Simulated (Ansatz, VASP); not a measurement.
**MoPb in VASP and in Ansatz**

```
CELL_PARAMETERS angstrom
3.38451 0.00000 0.00000
0.00000 3.38451 0.00000
0.00000 0.00000 3.39230
ATOMIC_POSITIONS crystal
Mo 0.00000 0.00000 0.00000
Pb 0.50000 0.50000 0.50000
```

Alike in both runs: functional r2SCAN; k mesh 11 × 11 × 8; occupations fermi-dirac, width 0.05 eV; no spin polarisation.

Ansatz relaxed the structure, and its values are those at the end. VASP's run is a single point on that final structure, the one shown.

|  | VASP | Ansatz |
| --- | --- | --- |
| version | VASP 6.6.1 | Ansatz 0.2.0 |
| potentials or method | VASP PAW PBE potentials, release 64 (Mo_sv, Pb_d) | PAW with Ansatz's default frozen-core files, scalar-relativistic |
| plane-wave cutoff (eV) | 520 | 500 |
| valence electrons in the cell | 28 | 28 |

|  | VASP | Ansatz | Ansatz less VASP |
| --- | --- | --- | --- |
| pressure (GPa) | 0.5 | 0.0 | -0.54 |

VASP's potentials were made for PBE, not for r2SCAN.

Neither program's run includes spin-orbit coupling.
